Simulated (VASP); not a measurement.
# Si32O (a cell with a defect) in VASP: single point with PBE

Aim: the single point of Si32O (a cell with a defect) with PBE.

Program: VASP 6.6.1. These are calculated values, not measurements. Logs are shortened: lines on timing, memory, paths and dates and some standing lists are left out, and cuts for length are marked.

## 1. The cell of the first run

The cell holds a defect, 33 atoms: a = 9.474 Å, b = 9.474 Å, c = 9.474 Å, α = 109.47°, β = 109.47°, γ = 109.47°.

## 2. Single point, PBE

Contents of INCAR:

```
SYSTEM = Si32O
PREC = Accurate
ENCUT = 520
EDIFF = 1E-6
ISMEAR = 0
SIGMA = 0.02
LREAL = Auto
LASPH = .TRUE.
NELM = 60
ALGO = Normal
ISIF = 2
LWAVE = .FALSE.
LCHARG = .FALSE.
GGA = PE
NBANDS = 89
```

Contents of KPOINTS:

```
Automatic mesh
0
Gamma
  2 2 2
  0.5 0.5 0.5
```

Contents of POSCAR:

```
Si32O
1.0
   -5.4696767048      5.4696767048     -5.4696767048
    5.4696767048      5.4696767048      5.4696767048
    5.4696767048     -5.4696767048     -5.4696767048
Si O
32 1
Direct
    0.2429109730      0.7480433196      0.7453334414
    0.0068187899      0.0053715252      0.7874890650
    0.4976501547      0.7445267243      0.4976671187
    0.7490730416      0.2476832852      0.7493755390
    0.2493456039     -0.0006867031      0.5112824178
    0.4980376833      0.4983490254      0.7459987915
   -0.0000388060      0.2468418074      0.5022860398
    0.7520140168      0.7523266442      0.2539526591
    0.4975613827      0.0026836668      0.2546149250
    0.7380321115      0.4880062307      0.4886734226
   -0.0008362104      0.7534210285     -0.0000188054
    0.2193194578      0.2178670204      0.2124588713
   -0.0003277780      0.4982931746      0.2505711061
    0.7378249332     -0.0012215187     -0.0000213990
    0.5016413843      0.2539566936     -0.0000232045
    0.2513306570      0.5237315753     -0.0000274953
    0.2492739067      0.5022196521      0.7449229725
   -0.0138069598      0.7316319338      0.7366753871
    0.4876461380      0.4866142816      0.4861092324
    0.7450803011     -0.0025988593      0.7516717795
    0.2497105099      0.7474068018      0.4994972037
    0.5016285080      0.2513968529      0.7506974196
    0.0015200645      0.0004858206      0.5138427540
    0.7509078385      0.5006749408      0.2492616361
    0.5043202214      0.7572669517      0.2550296858
    0.7501862814      0.2478861418      0.5004526969
   -0.0051436106      0.5001137072     -0.0000287922
    0.2495052964     -0.0050633127      0.2632817527
   -0.0066065866      0.2457133057      0.2482807780
    0.7486070799      0.7519807954     -0.0000217750
    0.4878672995     -0.0012888602     -0.0000268341
    0.2669434284      0.2861152492     -0.0000221478
    0.1025035596      0.0270629366     -0.0000216975
```

Potentials or basis: VASP PAW PBE potentials, release 64 (Si, O).

Run with:

```bash
cat potpaw_PBE.64/Si/POTCAR potpaw_PBE.64/O/POTCAR > POTCAR
mpirun -np 1 vasp_std > vasp.out
```

OUTCAR:

```text
SYSTEM = Si32O
   PREC = Accurate
   ENCUT = 520
   EDIFF = 1E-6
   ISMEAR = 0
   LREAL = Auto
   LASPH = .TRUE.
   NELM = 60
   ISIF = 2
   GGA = PE

 ion  position               nearest neighbor table
   1  0.243  0.748  0.745-  17 2.35  21 2.35  18 2.36  31 2.37
   2  0.007  0.005  0.787-  33 1.82  20 2.36  18 2.40  32 2.44  23 2.56
   3  0.498  0.745  0.498-  25 2.36  21 2.36  19 2.38  20 2.38
   4  0.749  0.248  0.749-  22 2.36  26 2.36  27 2.37  20 2.37
   5  0.249  0.999  0.511-  28 2.34  22 2.35  21 2.35  23 2.36
   6  0.498  0.498  0.746-  17 2.37  22 2.37  19 2.39  30 2.39
   7  1.000  0.247  0.502-  17 2.36  26 2.36  23 2.38  29 2.38
   8  0.752  0.752  0.254-  25 2.37  24 2.37  23 2.39  30 2.39
   9  0.498  0.003  0.255-  25 2.35  26 2.35  28 2.36  31 2.37
  10  0.738  0.488  0.489-  18 2.34  24 2.35  26 2.35  19 2.36
  11  0.999  0.753  1.000-  30 2.37  27 2.39  28 2.39  18 2.39  33 2.45
  12  0.219  0.218  0.212-  33 1.82  29 2.36  28 2.40  32 2.44  19 2.56
  13  1.000  0.498  0.251-  24 2.36  21 2.36  27 2.37  29 2.37
  14  0.738  0.999  1.000-  31 2.37  20 2.37  29 2.37  30 2.37
  15  0.502  0.254  1.000-  32 2.34  22 2.35  24 2.35  31 2.38
  16  0.251  0.524  1.000-  32 2.30  17 2.35  25 2.35  27 2.36
  17  0.249  0.502  0.745-   1 2.35  16 2.35   7 2.36   6 2.37
  18  0.986  0.732  0.737-  10 2.34   1 2.36  11 2.39   2 2.40
[... 11 lines left out ...]
  30  0.749  0.752  1.000-  11 2.37  14 2.37   8 2.39   6 2.39
  31  0.488  0.999  1.000-  14 2.37   9 2.37   1 2.37  15 2.38
  32  0.267  0.286  1.000-  16 2.30  15 2.34  33 2.43  12 2.44   2 2.44
  33  0.103  0.027  1.000-  12 1.82   2 1.82  32 2.43  11 2.45

  LATTYP: Found a body centered cubic cell.
 ALAT       =    10.9393534096

  Lattice vectors:

 A1 = (  -5.4696767048,   5.4696767048,  -5.4696767048)
 A2 = (   5.4696767048,   5.4696767048,   5.4696767048)
 A3 = (   5.4696767048,  -5.4696767048,  -5.4696767048)

Analysis of symmetry for initial positions (statically):
=====================================================================
 Subroutine PRICEL returns:
 Original cell was already a primitive cell.

 Routine SETGRP: Setting up the symmetry group for a
 body centered cubic supercell.

 Subroutine GETGRP returns: Found  1 space group operations
 (whereof  1 operations were pure point group operations)
 out of a pool of 48 trial point group operations.

The static configuration has the point symmetry C_1 .

Analysis of symmetry for dynamics (positions and initial velocities):
=====================================================================
 Subroutine PRICEL returns:
 Original cell was already a primitive cell.

 Routine SETGRP: Setting up the symmetry group for a
 body centered cubic supercell.

 Subroutine GETGRP returns: Found  1 space group operations
 (whereof  1 operations were pure point group operations)
 out of a pool of 48 trial point group operations.

The dynamic configuration has the point symmetry C_1 .

 Subroutine INISYM returns: Found  1 space group operations
 (whereof  1 operations are pure point group operations),
 and found     1 'primitive' translations

----------------------------------------------------------------------------------------

                                     Primitive cell

  volume of cell :     654.5532

  direct lattice vectors                    reciprocal lattice vectors
    -5.469676705  5.469676705 -5.469676705     0.000000000  0.091413081 -0.091413081
     5.469676705  5.469676705  5.469676705     0.091413081  0.091413081  0.000000000
     5.469676705 -5.469676705 -5.469676705     0.091413081  0.000000000 -0.091413081

  length of vectors
     9.473757954  9.473757954  9.473757954     0.129277619  0.129277619  0.129277619

  position of ions in fractional coordinates (direct lattice)
     0.242910973  0.748043320  0.745333441
     0.006818790  0.005371525  0.787489065
     0.497650155  0.744526724  0.497667119
     0.749073042  0.247683285  0.749375539
     0.249345604  0.999313297  0.511282418
     0.498037683  0.498349025  0.745998791
[... 25 lines left out ...]
     0.266943428  0.286115249  0.999977852
     0.102503560  0.027062937  0.999978302

  ion indices of the primitive-cell ions
   primitive index   ion index
                 1           1
                 2           2
                 3           3
                 4           4
                 5           5
                 6           6
[... 25 lines left out ...]
                32          32
                33          33

----------------------------------------------------------------------------------------

 KPOINTS: Automatic mesh

Automatic generation of k-mesh.
 Grid dimensions read from file:
 generate k-points for:    2    2    2

 Generating k-lattice:

  Cartesian coordinates                     Fractional coordinates (reciprocal lattice)
     0.000000000  0.045706541 -0.045706541     0.500000000  0.000000000  0.000000000
     0.045706541  0.045706541  0.000000000     0.000000000  0.500000000  0.000000000
     0.045706541  0.000000000 -0.045706541     0.000000000  0.000000000  0.500000000

  Length of vectors
     0.064638810  0.064638810  0.064638810

  Shift w.r.t. Gamma in fractional coordinates (k-lattice)
     0.500000000  0.500000000  0.500000000

 Subroutine IBZKPT returns following result:
 ===========================================

 Found      4 irreducible k-points:

 Following reciprocal coordinates:
            Coordinates               Weight
  0.250000  0.250000  0.250000      2.000000
 -0.250000  0.250000  0.250000      2.000000
  0.250000 -0.250000  0.250000      2.000000
  0.250000  0.250000 -0.250000      2.000000
   k-points           NKPTS =      4   k-points in BZ     NKDIM =      4   number of bands    NBANDS=     89
   number of dos      NEDOS =    301   number of ions     NIONS =     33
   total plane-waves  NPLWV = 343000
   dimension x,y,z NGX =    70 NGY =   70 NGZ =   70
   dimension x,y,z NGXF=   140 NGYF=  140 NGZF=  140
   ions per type =              32   1
   NGX,Y,Z   is equivalent  to a cutoff of  12.28, 12.28, 12.28 a.u.
   NGXF,Y,Z  is equivalent  to a cutoff of  24.57, 24.57, 24.57 a.u.
 SYSTEM =  Si32O
   PREC   = accura    normal or accurate (medium, high low for compatibility)
   ISTART =      0    job   : 0-new  1-cont  2-samecut
   ICHARG =      2    charge: 1-file 2-atom 10-const
   ISPIN  =      1    spin polarized calculation?
   LNONCOLLINEAR =      F non collinear calculations
   LSORBIT =      F    spin-orbit coupling
   LASPH  =      T    aspherical Exc in radial PAW
   ENCUT  =  520.0 eV  38.22 Ry    6.18 a.u.  17.61 17.61 17.61*2*pi/ulx,y,z
   NELM   =     60;   NELMIN=  2; NELMDL= -5     # of ELM steps
   EDIFF  = 0.1E-05   stopping-criterion for ELM
   LREAL  =      T    real-space projection
   EDIFFG = 0.1E-04   stopping-criterion for IOM
   NSW    =      0    number of steps for IOM
   IBRION =     -1    ionic relax: 0-MD 1-quasi-New 2-CG
   NFREE  =      0    steps in history (QN), initial steepest desc. (CG)
   ISIF   =      2    stress and relaxation
   ISYM   =      2    0-nonsym 1-usesym 2-fastsym
   POTIM  = 0.5000    time-step for ionic-motion
   TEBEG  =    0.0;   TEEND  =   0.0 temperature during run
   PSTRESS=    0.0 pullay stress
   NELECT =     134.0000    total number of electrons
   NUPDOWN=      -1.0000    fix difference up-down
   EMIN   =  10.00;   EMAX   =-10.00  energy-range for DOS
   EFERMI =   0.00;   METHOD = LEGACY
   ISMEAR =     0;   SIGMA  =   0.02  broadening in eV -4-tet -1-fermi 0-gaus
   EFERMI_NEDOS =   21; number of points for ismear=-14 and -15
   IALGO  =     38    algorithm
   IMIX   =      4    mixing-type and parameters
     AMIX     =   0.40;   BMIX     =  1.00
     AMIX_MAG =   1.60;   BMIX_MAG =  1.00
  volume/ion in A,a.u.               =      19.83       133.85
  Fermi-wavevector in a.u.,A,eV,Ry     =   0.964854  1.823309 12.666242  0.930943
  Thomas-Fermi vector in A             =   2.094521
   LORBIT       =      0    0 simple, 1 ext, 2 COOP (PROOUT), +10 PAW based schemes
   GGA     = PE    functional components
   LHFCALC =     F    Hartree Fock is set to
   AEXX    =    0.0000 exact exchange contribution
   IVDW    =     0    specifies the selected vdW correction
   LEPSILON=     F    determine dielectric tensor
   LRPA    =     F    only Hartree local field effects (RPA)
 non-spin polarized calculation
 Gauss-broadening in eV      SIGMA  =   0.02
  energy-cutoff  :      520.00
  volume of cell :      654.55
 maximum number of plane-waves:     17628
 NGX is ok and might be reduce to    70
   NGX = 35   NGY = 35   NGZ = 35

 number of electron     134.0000001 magnetization

 Free energy of the ion-electron system (eV)
  ---------------------------------------------------
  ext. energy  EPLUGINS =         0.00000000
  ---------------------------------------------------
  free energy    TOTEN  =      -178.06574502 eV

  energy without entropy =     -178.06574410  energy(sigma->0) =     -178.06574456

 E-fermi :   5.6850     XC(G=0):  -9.4033

 val. band max:        5.6258375667   @ k =   0.2500   0.2500   0.2500
 cond. band min:       5.7462203538   @ k =   0.2500  -0.2500   0.2500
 fundamental gap:      0.1203827871
 Fermi energy:         5.6849571366

 k-point     1 :       0.2500    0.2500    0.2500
  band No.  band energies     occupation
      1     -14.1648      2.00000
      2      -5.4074      2.00000
      3      -5.4026      2.00000
      4      -5.3821      2.00000
      5      -4.9872      2.00000
      6      -4.2188      2.00000
[... 71 lines left out ...]
     78       7.4055      0.00000
     79       7.5111      0.00000

 k-point     2 :      -0.2500    0.2500    0.2500
  band No.  band energies     occupation
      1     -14.1648      2.00000
      2      -5.8022      2.00000
      3      -4.9567      2.00000
      4      -4.8954      2.00000
      5      -4.8197      2.00000
      6      -4.6272      2.00000
[... 71 lines left out ...]
     78       8.0543      0.00000
     79       8.1067      0.00000

 k-point     3 :       0.2500   -0.2500    0.2500
  band No.  band energies     occupation
      1     -14.1648      2.00000
      2      -5.8022      2.00000
      3      -4.9567      2.00000
      4      -4.8953      2.00000
      5      -4.8197      2.00000
      6      -4.6273      2.00000
[... 71 lines left out ...]
     78       8.0543      0.00000
     79       8.1067      0.00000

 k-point     4 :       0.2500    0.2500   -0.2500
  band No.  band energies     occupation
      1     -14.1648      2.00000
      2      -5.7997      2.00000
      3      -4.9550      2.00000
      4      -4.8796      2.00000
      5      -4.8469      2.00000
      6      -4.6294      2.00000
[... 71 lines left out ...]
     78       8.0287      0.00000
     79       8.1201      0.00000
 [bands above 79 left out]

------------------------ aborting loop because EDIFF is reached ----------------------------------------

  FORCE on cell =-STRESS in cart. coord.  units (eV):
  Direction    XX          YY          ZZ          XY          YZ          ZX
  --------------------------------------------------------------------------------------
  -------------------------------------------------------------------------------------
  Total        1.0199927      5.1555248      1.0179153      1.4708272      1.4688744      2.4532973
  in kB        2.4966789     12.6193940      2.4915939      3.6002054      3.5954254      6.0050386
  external PRESSURE =       5.8692223 kB  Pullay stress =       0.0000000 kB

 VOLUME and BASIS-vectors are now :
 -----------------------------------------------------------------------------
  energy-cutoff  :      520.00
  volume of cell :      654.55
      direct lattice vectors                 reciprocal lattice vectors
    -5.469676705  5.469676705 -5.469676705     0.000000000  0.091413081 -0.091413081
     5.469676705  5.469676705  5.469676705     0.091413081  0.091413081  0.000000000
     5.469676705 -5.469676705 -5.469676705     0.091413081  0.000000000 -0.091413081

 POSITION                                       TOTAL-FORCE (eV/Angst)
 -----------------------------------------------------------------------------------
      6.83964      1.34347     -1.31382        -0.000510      0.002021      0.001849
      4.29939     -4.24063     -4.31523        -0.023831      0.002259      0.028335
      4.07241      4.07223     -1.37174         0.003079     -0.001208     -0.000621
      1.35640      1.35309     -6.84128        -0.001433      0.004101      0.005986
      6.89863      4.03321      1.30553        -0.002370     -0.002896     -0.003775
      4.08208      1.36954     -4.07867         0.003969     -0.003305     -0.003692
[... 25 lines left out ...]
      5.57442     -2.44450     -5.36469        -0.007479      0.005005     -0.007612
      5.05692     -4.76087     -5.88219        -0.007981     -0.006783     -0.007810
 -----------------------------------------------------------------------------------
    total drift:                               -0.003868      0.005678     -0.001882

  FREE ENERGIE OF THE ION-ELECTRON SYSTEM (eV)
  ---------------------------------------------------
  free  energy   TOTEN  =      -178.0657450214 eV

  energy  without entropy=     -178.0657441011  energy(sigma->0) =     -178.06574456
```

Run time: 3.7 min. Hardware: 1 thread of Intel Xeon 6975P-C (Granite Rapids), shared host; peak memory 0.73 GiB.

What came out:

```yaml
Free_energy: -178.0657 eV
Pressure: 0.6 GPa
Largest_force: 0.038 eV/Å
Band_gap_on_the_k_mesh: 0.12 eV
```

Forces in eV/Å, atoms in the order of the input:
```
Si  -0.001  0.002  0.002
Si  -0.024  0.002  0.028
Si   0.003 -0.001 -0.001
Si  -0.001  0.004  0.006
Si  -0.002 -0.003 -0.004
Si   0.004 -0.003 -0.004
Si  -0.001 -0.001  0.003
Si  -0.003 -0.003  0.004
Si   0.002  0.002  0.000
Si  -0.004 -0.002 -0.002
Si   0.006  0.004  0.006
Si   0.029  0.001 -0.024
Si   0.006  0.003 -0.002
Si  -0.003 -0.001 -0.004
Si   0.007 -0.008  0.007
Si  -0.001 -0.006 -0.001
Si  -0.001 -0.002  0.001
Si   0.000  0.004 -0.001
Si  -0.007  0.001  0.005
Si   0.003 -0.001 -0.003
Si   0.000 -0.001  0.004
Si  -0.001  0.001 -0.001
Si   0.006  0.000 -0.006
Si  -0.001  0.001 -0.001
Si   0.001 -0.002 -0.001
Si   0.003 -0.001  0.000
Si  -0.003 -0.001 -0.003
Si  -0.001  0.005  0.000
Si  -0.003  0.000  0.003
Si   0.003  0.005  0.003
Si  -0.001  0.003 -0.001
Si  -0.007  0.005 -0.008
O   -0.008 -0.007 -0.008
```

Levels at points of the mesh, in eV from the valence-band top:
```tsv
k point	band 64	band 65	band 66	band 67	band 68	band 69	band 70	band 71
(0.25, 0.25, 0.25)	-0.66	-0.63	-0.54	0.00	0.19	1.50	1.52	1.54
```
